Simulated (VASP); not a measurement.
# Ca3SiS (Pm-3m) in VASP: further runs, part 2 of 2

VASP 6.6.1. Earlier steps stand in the parts before.

## Step 4: Single point, PBE

This run uses another cell than the first one, of 33.45 Å³/atom, 1.002 times its volume.

Contents of INCAR:

```
  PREC = Accurate
  ENCUT = 500
  EDIFF = 1E-6
  ISMEAR = 0
  SIGMA = 0.1
  LREAL = F
  LASPH = T
  NELM = 120
  ALGO = Normal
  ISIF = 2
  LWAVE = F
  LCHARG = F
  GGA = PE
  NBANDS = 28
  GGA_COMPAT = F
```

Contents of KPOINTS:

```
Automatic mesh
0
Gamma
  8 8 8
```

Contents of POSCAR:

```
Ca3SiS
1.0
    5.5095162771      0.0000000000      0.0000000000
    0.0000000000      5.5095162771      0.0000000000
    0.0000000000      0.0000000000      5.5095162771
Ca Si S
3 1 1
Direct
    0.0000000000      0.5000000000      0.5000000000
    0.5000000000      0.0000000000      0.5000000000
    0.5000000000      0.5000000000      0.0000000000
    0.5000000000      0.5000000000      0.5000000000
    0.0000000000      0.0000000000      0.0000000000
```

Potentials or basis: VASP PAW PBE potentials, release 64 (Ca_sv, Si, S).

The run is started by

```
> cat potpaw_PBE.64/Ca_sv/POTCAR potpaw_PBE.64/Si/POTCAR potpaw_PBE.64/S/POTCAR > POTCAR
> mpirun -np 1 vasp_std > vasp.out
```

OUTCAR:

```text
PREC = Accurate
   ENCUT = 500
   EDIFF = 1E-6
   ISMEAR = 0
   LREAL = F
   LASPH = T
   NELM = 120
   ISIF = 2
   GGA = PE

 ion  position               nearest neighbor table
   1  0.000  0.500  0.500-   4 2.75   4 2.75
   2  0.500  0.000  0.500-   4 2.75   4 2.75
   3  0.500  0.500  0.000-   4 2.75   4 2.75
   4  0.500  0.500  0.500-   1 2.75   2 2.75   3 2.75   3 2.75   2 2.75   1 2.75
   5  0.000  0.000  0.000-

  LATTYP: Found a simple cubic cell.
 ALAT       =     5.5095162771

  Lattice vectors:

 A1 = (   5.5095162771,   0.0000000000,   0.0000000000)
 A2 = (   0.0000000000,   5.5095162771,   0.0000000000)
 A3 = (   0.0000000000,   0.0000000000,   5.5095162771)

Analysis of symmetry for initial positions (statically):
=====================================================================
 Subroutine PRICEL returns:
 Original cell was already a primitive cell.

 Routine SETGRP: Setting up the symmetry group for a
 simple cubic supercell.

 Subroutine GETGRP returns: Found 48 space group operations
 (whereof 48 operations were pure point group operations)
 out of a pool of 48 trial point group operations.

The static configuration has the point symmetry O_h .

Analysis of symmetry for dynamics (positions and initial velocities):
=====================================================================
 Subroutine PRICEL returns:
 Original cell was already a primitive cell.

 Routine SETGRP: Setting up the symmetry group for a
 simple cubic supercell.

 Subroutine GETGRP returns: Found 48 space group operations
 (whereof 48 operations were pure point group operations)
 out of a pool of 48 trial point group operations.

The dynamic configuration has the point symmetry O_h .

 Subroutine INISYM returns: Found 48 space group operations
 (whereof 48 operations are pure point group operations),
 and found     1 'primitive' translations

----------------------------------------------------------------------------------------

                                     Primitive cell

  volume of cell :     167.2401

  direct lattice vectors                    reciprocal lattice vectors
     5.509516277  0.000000000  0.000000000     0.181504138  0.000000000  0.000000000
     0.000000000  5.509516277  0.000000000     0.000000000  0.181504138  0.000000000
     0.000000000  0.000000000  5.509516277     0.000000000  0.000000000  0.181504138

  length of vectors
     5.509516277  5.509516277  5.509516277     0.181504138  0.181504138  0.181504138

  position of ions in fractional coordinates (direct lattice)
     0.000000000  0.500000000  0.500000000
     0.500000000  0.000000000  0.500000000
     0.500000000  0.500000000  0.000000000
     0.500000000  0.500000000  0.500000000
     0.000000000  0.000000000  0.000000000

  ion indices of the primitive-cell ions
   primitive index   ion index
                 1           1
                 2           2
                 3           3
                 4           4
                 5           5

----------------------------------------------------------------------------------------

 KPOINTS: Automatic mesh

Automatic generation of k-mesh.
 Grid dimensions read from file:
 generate k-points for:    8    8    8

 Generating k-lattice:

  Cartesian coordinates                     Fractional coordinates (reciprocal lattice)
     0.022688017  0.000000000  0.000000000     0.125000000  0.000000000  0.000000000
     0.000000000  0.022688017  0.000000000     0.000000000  0.125000000  0.000000000
     0.000000000  0.000000000  0.022688017     0.000000000  0.000000000  0.125000000

  Length of vectors
     0.022688017  0.022688017  0.022688017

  Shift w.r.t. Gamma in fractional coordinates (k-lattice)
     0.000000000  0.000000000  0.000000000

 Subroutine IBZKPT returns following result:
 ===========================================

 Found     35 irreducible k-points:

 Following reciprocal coordinates:
            Coordinates               Weight
  0.000000  0.000000  0.000000      1.000000
  0.125000  0.000000  0.000000      6.000000
  0.250000  0.000000  0.000000      6.000000
  0.375000  0.000000  0.000000      6.000000
  0.500000  0.000000  0.000000      3.000000
  0.125000  0.125000  0.000000     12.000000
[... 16 lines left out ...]
  0.375000  0.375000  0.125000     24.000000
  0.500000  0.375000  0.125000     24.000000
 [... further k-points ...]
   k-points           NKPTS =     35   k-points in BZ     NKDIM =     35   number of bands    NBANDS=     28
   number of dos      NEDOS =    301   number of ions     NIONS =      5
   total plane-waves  NPLWV =  64000
   dimension x,y,z NGX =    40 NGY =   40 NGZ =   40
   dimension x,y,z NGXF=    80 NGYF=   80 NGZF=   80
   ions per type =               3   1   1
   NGX,Y,Z   is equivalent  to a cutoff of  12.07, 12.07, 12.07 a.u.
   NGXF,Y,Z  is equivalent  to a cutoff of  24.14, 24.14, 24.14 a.u.
 SYSTEM =  unknown system
   PREC   = accura    normal or accurate (medium, high low for compatibility)
   ISTART =      0    job   : 0-new  1-cont  2-samecut
   ICHARG =      2    charge: 1-file 2-atom 10-const
   ISPIN  =      1    spin polarized calculation?
   LNONCOLLINEAR =      F non collinear calculations
   LSORBIT =      F    spin-orbit coupling
   LASPH  =      T    aspherical Exc in radial PAW
   ENCUT  =  500.0 eV  36.75 Ry    6.06 a.u.  10.05 10.05 10.05*2*pi/ulx,y,z
   NELM   =    120;   NELMIN=  2; NELMDL= -5     # of ELM steps
   EDIFF  = 0.1E-05   stopping-criterion for ELM
   LREAL  =      F    real-space projection
   EDIFFG = 0.1E-04   stopping-criterion for IOM
   NSW    =      0    number of steps for IOM
   IBRION =     -1    ionic relax: 0-MD 1-quasi-New 2-CG
   NFREE  =      0    steps in history (QN), initial steepest desc. (CG)
   ISIF   =      2    stress and relaxation
   ISYM   =      2    0-nonsym 1-usesym 2-fastsym
   POTIM  = 0.5000    time-step for ionic-motion
   TEBEG  =    0.0;   TEEND  =   0.0 temperature during run
   PSTRESS=    0.0 pullay stress
   NELECT =      40.0000    total number of electrons
   NUPDOWN=      -1.0000    fix difference up-down
   EMIN   =  10.00;   EMAX   =-10.00  energy-range for DOS
   EFERMI =   0.00;   METHOD = LEGACY
   ISMEAR =     0;   SIGMA  =   0.10  broadening in eV -4-tet -1-fermi 0-gaus
   EFERMI_NEDOS =   21; number of points for ismear=-14 and -15
   IALGO  =     38    algorithm
   IMIX   =      4    mixing-type and parameters
     AMIX     =   0.40;   BMIX     =  1.00
     AMIX_MAG =   1.60;   BMIX_MAG =  1.00
  volume/ion in A,a.u.               =      33.45       225.72
  Fermi-wavevector in a.u.,A,eV,Ry     =   1.016205  1.920349 14.050366  1.032673
  Thomas-Fermi vector in A             =   2.149535
   LORBIT       =      0    0 simple, 1 ext, 2 COOP (PROOUT), +10 PAW based schemes
   GGA     = PE    functional components
   LHFCALC =     F    Hartree Fock is set to
   AEXX    =    0.0000 exact exchange contribution
   IVDW    =     0    specifies the selected vdW correction
   LEPSILON=     F    determine dielectric tensor
   LRPA    =     F    only Hartree local field effects (RPA)
 non-spin polarized calculation
 Gauss-broadening in eV      SIGMA  =   0.10
  energy-cutoff  :      500.00
  volume of cell :      167.24
 maximum number of plane-waves:      4272
   NGX = 21   NGY = 21   NGZ = 21

 number of electron      40.0000009 magnetization

 Free energy of the ion-electron system (eV)
  ---------------------------------------------------
  ext. energy  EPLUGINS =         0.00000000
  ---------------------------------------------------
  free energy    TOTEN  =       -17.73494675 eV

  energy without entropy =      -17.73459644  energy(sigma->0) =      -17.73477159

 E-fermi :   2.3736     XC(G=0):  -7.8986

 val. band max:        2.3389875555   @ k =   0.0000   0.0000   0.0000
 cond. band min:       2.6000999840   @ k =   0.1250   0.0000   0.0000
 fundamental gap:      0.2611124285
 Fermi energy:         2.3735598646

 k-point     1 :       0.0000    0.0000    0.0000
  band No.  band energies     occupation
      1     -39.1813      2.00000
      2     -39.1657      2.00000
      3     -39.1657      2.00000
      4     -20.2756      2.00000
      5     -20.2756      2.00000
      6     -20.2756      2.00000
[... 20 lines left out ...]
     27       5.6851      0.00000
[... 691 lines left out ...]
      6     -20.2698      2.00000
[... 20 lines left out ...]
     27       5.0465      0.00000
     28       5.1481      0.00000

 [... further k-points ...]
[... 5 lines left out ...]
  --------------------------------------------------------------------------------------
  -------------------------------------------------------------------------------------
  Total        0.0799152      0.0799152      0.0799152      0.0000000      0.0000000     -0.0000000
  in kB        0.7655955      0.7655955      0.7655955      0.0000000      0.0000000     -0.0000000
  external PRESSURE =       0.7655955 kB  Pullay stress =       0.0000000 kB

 VOLUME and BASIS-vectors are now :
 -----------------------------------------------------------------------------
  energy-cutoff  :      500.00
  volume of cell :      167.24
      direct lattice vectors                 reciprocal lattice vectors
     5.509516277  0.000000000  0.000000000     0.181504138  0.000000000  0.000000000
     0.000000000  5.509516277  0.000000000     0.000000000  0.181504138  0.000000000
     0.000000000  0.000000000  5.509516277     0.000000000  0.000000000  0.181504138

 POSITION                                       TOTAL-FORCE (eV/Angst)
 -----------------------------------------------------------------------------------
      0.00000      2.75476      2.75476         0.000000      0.000000      0.000000
      2.75476      0.00000      2.75476         0.000000      0.000000      0.000000
      2.75476      2.75476      0.00000         0.000000      0.000000      0.000000
      2.75476      2.75476      2.75476         0.000000      0.000000      0.000000
      0.00000      0.00000      0.00000         0.000000      0.000000      0.000000
 -----------------------------------------------------------------------------------
    total drift:                               -0.000000     -0.000000     -0.000000

  FREE ENERGIE OF THE ION-ELECTRON SYSTEM (eV)
  ---------------------------------------------------
  free  energy   TOTEN  =       -17.7349467464 eV

  energy  without entropy=      -17.7345964397  energy(sigma->0) =      -17.73477159
```

It took 2.8 min on 1 thread of Intel Xeon 8259CL, shared host; peak memory 0.33 GiB.

Results:

| Quantity | Value |
| --- | --- |
| Free energy | -17.7349 eV |
| Pressure | 0.1 GPa |
| Band gap on the k mesh | zero (filled and empty bands touch) |

## Step 5: Relaxation of cell and atoms, PBE

Contents of INCAR:

```
PREC = Accurate
ENCUT = 500
EDIFF = 1E-7
ISMEAR = 0
SIGMA = 0.1
LREAL = F
LASPH = T
NELM = 120
ALGO = Normal
ISIF = 3
LWAVE = F
LCHARG = F
GGA = PE
IBRION = 2
NSW = 100
EDIFFG = -0.01
GGA_COMPAT = F
NELMIN = 4
```

KPOINTS is that of step 4.

Changes to POSCAR since step 4:

```diff
@@ -2,5 +2,5 @@
 1.0
-    5.5095162771      0.0000000000      0.0000000000
-    0.0000000000      5.5095162771      0.0000000000
-    0.0000000000      0.0000000000      5.5095162771
+    5.5049627632      0.0000000000      0.0000000000
+    0.0000000000      5.5049627632      0.0000000000
+    0.0000000000      0.0000000000      5.5049627632
 Ca Si S
```

The run is started by

```
> cat potpaw_PBE.64/Ca_sv/POTCAR potpaw_PBE.64/Si/POTCAR potpaw_PBE.64/S/POTCAR > POTCAR
> mpirun -np 1 vasp_std > vasp.out
```

Run time: 6.1 min. Hardware: 1 thread of Intel Xeon 8259CL, shared host; peak memory 0.33 GiB.

It converged, with:

- Free energy: -17.7350 eV
- Relaxed volume: 33.52 Å³/atom
- Relaxed cell: a = 5.514 Å, b = 5.514 Å, c = 5.514 Å, α = 90.00°, β = 90.00°, γ = 90.00°
- Space group after relaxing (to 0.05 Å): Pm-3m (No. 221)
- Energy gained by relaxing: 0.1 meV/atom
- Ionic steps: 2
- Pressure after relaxing: 0.0 GPa
- Band gap on the k mesh: zero (filled and empty bands touch)

Step by step:
```tsv
step	energy change (eV)	largest force (eV/Å)	pressure (GPa)	volume (Å³)
1	0.0000	0.0000	0.15	166.83
2	-0.0004	0.0000	0.01	167.60
```

Final structure:
```xyz
5
Lattice="5.5135 0.0000 0.0000 0.0000 5.5135 0.0000 0.0000 0.0000 5.5135" Properties=species:S:1:pos:R:3 pbc="T T T"
Ca    0.0000    2.7568    2.7568
Ca    2.7568    0.0000    2.7568
Ca    2.7568    2.7568    0.0000
Si    2.7568    2.7568    2.7568
S     0.0000    0.0000    0.0000
```

Levels at points of the mesh, in eV from the Fermi level:
```tsv
k point	band 17	band 18	band 19	band 20	band 21	band 22	band 23	band 24
(0.00, 0.00, 0.00)	-1.96	-0.32	-0.03	-0.03	-0.03	0.80	0.80	1.00
(0.50, 0.00, 0.00)	-1.90	-1.90	-0.69	-0.69	1.24	1.26	1.64	1.88
(0.50, 0.50, 0.00)	-1.88	-1.27	-1.27	-0.90	1.25	1.70	1.70	2.08
(0.50, 0.50, 0.50)	-2.26	-2.23	-2.23	-2.23	1.81	2.24	2.24	2.24
```

## Step 6: Summary

| task | cell | k mesh | gap on the mesh (eV) | pressure (GPa) | relaxed volume (Å³/atom) |
| --- | --- | --- | --- | --- | --- |
| single point | a = 5.505 Å, 5 atoms | 4 × 4 × 4 | none | 0.1 | - |
| relaxation of cell and atoms | relaxed from a = 5.114 Å, 5 atoms | 4 × 4 × 4 | none | 0.0 | 33.48 |
| single point | a = 5.510 Å, 5 atoms | 8 × 8 × 8 | none | 0.1 | - |
| relaxation of cell and atoms | relaxed from a = 5.505 Å, 5 atoms | 8 × 8 × 8 | none | 0.0 | 33.52 |

Alike in all rows: level PBE; potentials or basis VASP PAW PBE potentials, release 64 (Ca_sv, Si, S); no spin polarisation; cutoff (eV) 500; smearing gaussian 0.1 eV.

Caveats: the volume moved by over 15 % at a fixed basis, so the end points are rough (some runs).

Absolute energies hang on the potentials; compare differences alone.
